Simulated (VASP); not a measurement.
# AlCo in VASP: notebook

AlCo is run at these levels: PBEsol, PBE; tasks: single point.

All numbers are computed with VASP 6.6.1; they aren't measurements. Logs are shortened: lines on timing, memory, paths and dates and some standing lists are left out, and cuts for length are marked.

## 1. The cell of the first run

The typed cell holds 2 atoms: a = 2.819 Å, b = 2.819 Å, c = 2.819 Å, α = 90.00°, β = 90.00°, γ = 90.00°.

## 2. Single point, PBEsol, collinear spin, ferromagnetic start (atoms moved at random)

The input, INCAR:

```
SYSTEM = AlCo
PREC     = Accurate       ! precision mode
ENCUT    = 520            ! plane-wave cutoff, eV
EDIFF    = 1E-7           ! SCF threshold, eV
ISMEAR   = -1             ! smearing method
SIGMA    = 0.05           ! smearing width, eV
LREAL    = .False.        ! projectors in reciprocal space
LASPH    = .True.         ! aspherical terms in the spheres
NELM     = 150            ! most SCF steps
ALGO     = Normal         ! electronic algorithm
ISIF     = 2              ! what is computed and relaxed
LWAVE    = .False.        ! write WAVECAR
LCHARG   = .True.         ! write CHGCAR
ISPIN    = 2              ! spin polarisation
MAGMOM   = 2 0            ! initial moments
LORBIT   = 11             ! projections on sites
LMAXMIX  = 4              ! l up to which the mixer works
GGA      = PS             ! functional
LELF     = .True.         ! ELF
LVHAR    = .True.       
NBANDS   = 17             ! bands
```

The input, KPOINTS:

```
Automatic mesh
0
Gamma
  9 9 9
  0 0 0
```

The input, POSCAR:

```
AlCo
1.0
    2.8194032100      0.0000000000      0.0000000000
    0.0000000000      2.8194032100      0.0000000000
    0.0000000000      0.0000000000      2.8194032100
Co Al
1 1
Direct
    0.5188250000      0.4935050000      0.4987670000
   -0.0089450000     -0.0064180000     -0.0021340000
```

Potentials or basis: VASP PAW PBE potentials, release 64 (Co, Al).

On the command line:

```
$ cat potpaw_PBE.64/Co/POTCAR potpaw_PBE.64/Al/POTCAR > POTCAR
$ mpirun -np 1 vasp_std > vasp.out
```

OUTCAR:

```text
SYSTEM = AlCo
   PREC = Accurate
   ENCUT = 520
   EDIFF = 1E-7
   ISMEAR = -1
   LREAL = .False.
   LASPH = .True.
   NELM = 150
   ISIF = 2
   ISPIN = 2
   LORBIT = 11
   GGA = PS

 ion  position               nearest neighbor table
   1  0.519  0.494  0.499-   2 2.40   2 2.40   2 2.40   2 2.40   2 2.49   2 2.49   2 2.49   2 2.49

   2  0.991  0.994  0.998-   1 2.40   1 2.40   1 2.40   1 2.40   1 2.49   1 2.49   1 2.49   1 2.49

  LATTYP: Found a simple cubic cell.
 ALAT       =     2.8194032100

  Lattice vectors:

 A1 = (   2.8194032100,   0.0000000000,   0.0000000000)
 A2 = (   0.0000000000,   2.8194032100,   0.0000000000)
 A3 = (   0.0000000000,   0.0000000000,   2.8194032100)

Analysis of symmetry for initial positions (statically):
=====================================================================
 Subroutine PRICEL returns:
 Original cell was already a primitive cell.

 Routine SETGRP: Setting up the symmetry group for a
 simple cubic supercell.

 Subroutine GETGRP returns: Found  1 space group operations
 (whereof  1 operations were pure point group operations)
 out of a pool of 48 trial point group operations.

The static configuration has the point symmetry C_1 .

Analysis of symmetry for dynamics (positions and initial velocities):
=====================================================================
 Subroutine PRICEL returns:
 Original cell was already a primitive cell.

 Routine SETGRP: Setting up the symmetry group for a
 simple cubic supercell.

 Subroutine GETGRP returns: Found  1 space group operations
 (whereof  1 operations were pure point group operations)
 out of a pool of 48 trial point group operations.

The dynamic configuration has the point symmetry C_1 .

Analysis of structural, dynamic, and magnetic symmetry:
=====================================================================
 Subroutine PRICEL returns:
 Original cell was already a primitive cell.

 Routine SETGRP: Setting up the symmetry group for a
 simple cubic supercell.

 Subroutine GETGRP returns: Found  1 space group operations
 (whereof  1 operations were pure point group operations)
 out of a pool of 48 trial point group operations.

The overall configuration has the point symmetry C_1 .

 Subroutine INISYM returns: Found  1 space group operations
 (whereof  1 operations are pure point group operations),
 and found     1 'primitive' translations

----------------------------------------------------------------------------------------

                                     Primitive cell

  volume of cell :      22.4115

  direct lattice vectors                    reciprocal lattice vectors
     2.819403210  0.000000000  0.000000000     0.354684990  0.000000000  0.000000000
     0.000000000  2.819403210  0.000000000     0.000000000  0.354684990  0.000000000
     0.000000000  0.000000000  2.819403210     0.000000000  0.000000000  0.354684990

  length of vectors
     2.819403210  2.819403210  2.819403210     0.354684990  0.354684990  0.354684990

  position of ions in fractional coordinates (direct lattice)
     0.518825000  0.493505000  0.498767000
     0.991055000  0.993582000  0.997866000

  ion indices of the primitive-cell ions
   primitive index   ion index
                 1           1
                 2           2

----------------------------------------------------------------------------------------

 KPOINTS: Automatic mesh

Automatic generation of k-mesh.
 Grid dimensions read from file:
 generate k-points for:    9    9    9

 Generating k-lattice:

  Cartesian coordinates                     Fractional coordinates (reciprocal lattice)
     0.039409443  0.000000000  0.000000000     0.111111111  0.000000000  0.000000000
     0.000000000  0.039409443  0.000000000     0.000000000  0.111111111  0.000000000
     0.000000000  0.000000000  0.039409443     0.000000000  0.000000000  0.111111111

  Length of vectors
     0.039409443  0.039409443  0.039409443

  Shift w.r.t. Gamma in fractional coordinates (k-lattice)
     0.000000000  0.000000000  0.000000000

 Subroutine IBZKPT returns following result:
 ===========================================

 Found    365 irreducible k-points:

 Following reciprocal coordinates:
            Coordinates               Weight
  0.000000  0.000000  0.000000      1.000000
  0.111111  0.000000  0.000000      2.000000
  0.000000  0.111111  0.000000      2.000000
  0.000000  0.000000  0.111111      2.000000
  0.222222  0.000000  0.000000      2.000000
  0.000000  0.222222  0.000000      2.000000
[... 16 lines left out ...]
 -0.111111  0.222222  0.000000      2.000000
 -0.222222  0.000000  0.111111      2.000000
 [... further k-points ...]
   k-points           NKPTS =    365   k-points in BZ     NKDIM =    365   number of bands    NBANDS=     17
   number of dos      NEDOS =    301   number of ions     NIONS =      2
   total plane-waves  NPLWV =  13824
   dimension x,y,z NGX =    24 NGY =   24 NGZ =   24
   dimension x,y,z NGXF=    48 NGYF=   48 NGZF=   48
   ions per type =               1   1
   NGX,Y,Z   is equivalent  to a cutoff of  14.15, 14.15, 14.15 a.u.
   NGXF,Y,Z  is equivalent  to a cutoff of  28.30, 28.30, 28.30 a.u.
 SYSTEM =  AlCo
   PREC   = accura    normal or accurate (medium, high low for compatibility)
   ISTART =      0    job   : 0-new  1-cont  2-samecut
   ICHARG =      2    charge: 1-file 2-atom 10-const
   ISPIN  =      2    spin polarized calculation?
   LNONCOLLINEAR =      F non collinear calculations
   LSORBIT =      F    spin-orbit coupling
   LASPH  =      T    aspherical Exc in radial PAW
   ENCUT  =  520.0 eV  38.22 Ry    6.18 a.u.   5.24  5.24  5.24*2*pi/ulx,y,z
   NELM   =    150;   NELMIN=  2; NELMDL= -5     # of ELM steps
   EDIFF  = 0.1E-06   stopping-criterion for ELM
   LREAL  =      F    real-space projection
   EDIFFG = 0.1E-05   stopping-criterion for IOM
   NSW    =      0    number of steps for IOM
   IBRION =     -1    ionic relax: 0-MD 1-quasi-New 2-CG
   NFREE  =      0    steps in history (QN), initial steepest desc. (CG)
   ISIF   =      2    stress and relaxation
   ISYM   =      2    0-nonsym 1-usesym 2-fastsym
   POTIM  = 0.5000    time-step for ionic-motion
   TEBEG  =    0.0;   TEEND  =   0.0 temperature during run
   PSTRESS=    0.0 pullay stress
   NELECT =      12.0000    total number of electrons
   NUPDOWN=      -1.0000    fix difference up-down
   EMIN   =  10.00;   EMAX   =-10.00  energy-range for DOS
   EFERMI =   0.00;   METHOD = LEGACY
   ISMEAR =    -1;   SIGMA  =   0.05  broadening in eV -4-tet -1-fermi 0-gaus
   EFERMI_NEDOS =   21; number of points for ismear=-14 and -15
   IALGO  =     38    algorithm
   IMIX   =      4    mixing-type and parameters
     AMIX     =   0.40;   BMIX     =  1.00
     AMIX_MAG =   1.60;   BMIX_MAG =  1.00
  volume/ion in A,a.u.               =      11.21        75.62
  Fermi-wavevector in a.u.,A,eV,Ry     =   1.329366  2.512138 24.044423  1.767215
  Thomas-Fermi vector in A             =   2.458534
   LORBIT       =     11    0 simple, 1 ext, 2 COOP (PROOUT), +10 PAW based schemes
   GGA     = PS    functional components
   LHFCALC =     F    Hartree Fock is set to
   AEXX    =    0.0000 exact exchange contribution
   IVDW    =     0    specifies the selected vdW correction
   LEPSILON=     F    determine dielectric tensor
   LRPA    =     F    only Hartree local field effects (RPA)
 spin polarized calculation
  energy-cutoff  :      520.00
  volume of cell :       22.41
 maximum number of plane-waves:       619
 NGX is ok and might be reduce to    24
   NGX = 11   NGY = 11   NGZ = 11

 number of electron      11.9999998 magnetization       0.0004650

 number of electron      11.9999998 magnetization      -0.0000396

 Free energy of the ion-electron system (eV)
  ---------------------------------------------------
  ext. energy  EPLUGINS =         0.00000000
  ---------------------------------------------------
  free energy    TOTEN  =       -13.06307284 eV

  energy without entropy =      -13.05875918  energy(sigma->0) =      -13.06091601

 E-fermi :  10.8681     XC(G=0): -12.5418

 val. band max:       10.8181106838   @ k =  -0.4444   0.1111   0.4444
 cond. band min:      10.9865192926   @ k =   0.3333   0.0000   0.4444
 fundamental gap:      0.1684086089
 Fermi energy:        10.8681007637

 spin component 1

 k-point     1 :       0.0000    0.0000    0.0000
  band No.  band energies     occupation
      1      -0.4025      1.00000
      2       7.7451      1.00000
      3       7.7539      1.00000
      4      10.0220      1.00000
      5      10.0301      1.00000
      6      10.0301      1.00000
[... 9 lines left out ...]
     16      34.8576      0.00000
     17      34.9724      0.00000
[... 441 lines left out ...]
 k-point    24 :      -0.2222    0.0000    0.1111
  band No.  band energies     occupation
      1       0.7740      1.00000
      2       7.5663      1.00000
      3       7.9842      1.00000
      4       9.4436      1.00000
      5       9.6248      1.00000
      6       9.9565      1.00000
[... 9 lines left out ...]
     16      31.2046      0.00000
     17      33.6413      0.00000

 [... further k-points ...]

 spin component 2

 k-point     1 :       0.0000    0.0000    0.0000
  band No.  band energies     occupation
      1      -0.4025      1.00000
      2       7.7451      1.00000
      3       7.7539      1.00000
      4      10.0221      1.00000
      5      10.0301      1.00000
      6      10.0301      1.00000
[... 9 lines left out ...]
     16      34.8576      0.00000
     17      34.9725      0.00000
[... 441 lines left out ...]
 k-point    24 :      -0.2222    0.0000    0.1111
  band No.  band energies     occupation
      1       0.7740      1.00000
      2       7.5663      1.00000
      3       7.9842      1.00000
      4       9.4437      1.00000
      5       9.6249      1.00000
      6       9.9566      1.00000
[... 9 lines left out ...]
     16      31.2046      0.00000
     17      33.6413      0.00000

 [... further k-points ...]
[... 5 lines left out ...]
  --------------------------------------------------------------------------------------
  -------------------------------------------------------------------------------------
  Total        0.1389577      0.1927035      0.1926557     -0.0004270     -0.0000054      0.0051929
  in kB        9.9339417     13.7761761     13.7727545     -0.0305249     -0.0003855      0.3712337
  external PRESSURE =      12.4942908 kB  Pullay stress =       0.0000000 kB

 VOLUME and BASIS-vectors are now :
 -----------------------------------------------------------------------------
  energy-cutoff  :      520.00
  volume of cell :       22.41
      direct lattice vectors                 reciprocal lattice vectors
     2.819403210  0.000000000  0.000000000     0.354684990  0.000000000  0.000000000
     0.000000000  2.819403210  0.000000000     0.000000000  0.354684990  0.000000000
     0.000000000  0.000000000  2.819403210     0.000000000  0.000000000  0.354684990

 POSITION                                       TOTAL-FORCE (eV/Angst)
 -----------------------------------------------------------------------------------
      1.46278      1.39139      1.40623        -0.627258      0.001759     -0.020753
      2.79418      2.80131      2.81339         0.627258     -0.001759      0.020753
 -----------------------------------------------------------------------------------
    total drift:                               -0.000076     -0.000028     -0.000011

  FREE ENERGIE OF THE ION-ELECTRON SYSTEM (eV)
  ---------------------------------------------------
  free  energy   TOTEN  =       -13.0630728410 eV

  energy  without entropy=      -13.0587591771  energy(sigma->0) =      -13.06091601

 total charge

# of ion       s       p       d       tot
------------------------------------------
    1        0.449   0.536   7.539   8.523
    2        0.399   0.443   0.000   0.842
--------------------------------------------------
tot          0.848   0.979   7.539   9.365

 magnetization (x)

# of ion       s       p       d       tot
------------------------------------------
    1        0.000   0.000  -0.000  -0.000
    2       -0.000   0.000   0.000  -0.000
--------------------------------------------------
tot         -0.000   0.000  -0.000  -0.000
```

Wall time 1.8 min (1 thread of Intel Xeon Platinum 8559C (Emerald Rapids), shared host); peak memory 0.32 GiB.

What came out:

```yaml
Free_energy: -13.0631 eV
Pressure: 1.2 GPa
Largest_force: 0.628 eV/Å
Band_gap_on_the_k_mesh: zero (filled and empty bands overlap)
Net_moment: 0.00 μB per cell
Valence_electrons_inside_the_program's_atomic_spheres: Co 8.52; Al 0.84
```

Forces in eV/Å, atoms in the order of the input:
```
Co  -0.627  0.002 -0.021
Al   0.627 -0.002  0.021
```

Caveat: the cell differs from its parent crystal (atoms moved at random); the starting moments collapsed, and a magnetic state may lie lower; the PAW data sets were made with another functional, which shifts forces and pressure a little.

## 3. Single point, PBE, collinear spin, ferromagnetic start

The input, INCAR:

```
SYSTEM = AlCo
PREC     = Accurate       ! precision mode
ENCUT    = 600            ! plane-wave cutoff, eV
EDIFF    = 1E-6           ! SCF threshold, eV
ISMEAR   = -1             ! smearing method
SIGMA    = 0.05           ! smearing width, eV
LREAL    = .FALSE.        ! projectors in reciprocal space
LASPH    = .TRUE.         ! aspherical terms in the spheres
NELM     = 200            ! most SCF steps
ALGO     = Normal         ! electronic algorithm
ISIF     = 2              ! what is computed and relaxed
LWAVE    = .FALSE.        ! write WAVECAR
LCHARG   = .TRUE.         ! write CHGCAR
ISPIN    = 2              ! spin polarisation
MAGMOM   = 2.5 0          ! initial moments
LORBIT   = 11             ! projections on sites
NUPDOWN  = 2.5            ! fixed moment
LMAXMIX  = 4              ! l up to which the mixer works
GGA      = PE             ! functional
LELF     = .TRUE.         ! ELF
LVHAR    = .TRUE.       
NBANDS   = 21             ! bands
GGA_COMPAT= .FALSE.
```

The input, KPOINTS:

```
regular mesh
0
G
  8 8 8
  0 0 0
```

The input, POSCAR:

```
AlCo
1.0
    2.8194032100      0.0000000000      0.0000000000
    0.0000000000      2.8194032100      0.0000000000
    0.0000000000      0.0000000000      2.8194032100
Co Al
1 1
Direct
    0.5000000000      0.5000000000      0.5000000000
    0.0000000000      0.0000000000      0.0000000000
```

Potentials or basis: VASP PAW PBE potentials, release 64 (Co_sv, Al).

On the command line:

```
$ cat potpaw_PBE.64/Co_sv/POTCAR potpaw_PBE.64/Al/POTCAR > POTCAR
$ mpirun -np 1 vasp_std > vasp.out
```

Wall time 22 s (1 thread of Intel Xeon Platinum 8375C at 2.90GHz (Ice Lake), shared host); peak memory 0.17 GiB.

Results (log left out):

| Quantity | Value |
| --- | --- |
| Free energy | -9.8886 eV |
| Pressure | 33.8 GPa |
| Net moment | 2.50 μB per cell |
| Site moments | Co +1.97; Al +0.07 μB |
| Valence electrons inside the program's atomic spheres | Co 15.11; Al 0.88 |

Caveat: the total moment is fixed, so each spin has its own Fermi level.

## 4. Single point, PBEsol, collinear spin, ferromagnetic start

The input, INCAR:

```
PREC = Accurate
ENCUT = 600
EDIFF = 1E-6
ISMEAR = -1
SIGMA = 0.05
LREAL = F
LASPH = T
NELM = 200
ALGO = Normal
ISIF = 2
LWAVE = F
LCHARG = T
ISPIN = 2
MAGMOM = 1 0
LORBIT = 11
NUPDOWN = 1.0
LMAXMIX = 4
GGA = PS
LELF = T
LVHAR = T
NBANDS = 21
GGA_COMPAT = F
```

The input, KPOINTS:

```
Automatic mesh
0
Gamma
  8 8 8
```

POSCAR is that of step 3.

On the command line:

```
$ cat potpaw_PBE.64/Co_sv/POTCAR potpaw_PBE.64/Al/POTCAR > POTCAR
$ mpirun -np 1 vasp_std > vasp.out
```

Run time: 18 s. Hardware: 1 thread of Intel Xeon Platinum 8559C (Emerald Rapids), shared host; peak memory 0.16 GiB.

Results (log left out):

```
Free energy                                           : -12.8441 eV
Pressure                                              : 6.0 GPa
Net moment                                            : 1.00 μB per cell
Site moments                                          : Co +0.96; Al -0.00 μB
Valence electrons inside the program's atomic spheres : Co 15.20; Al 0.85
```

Caveat: the PAW data sets were made with another functional, which shifts forces and pressure a little; the total moment is fixed, so each spin has its own Fermi level.
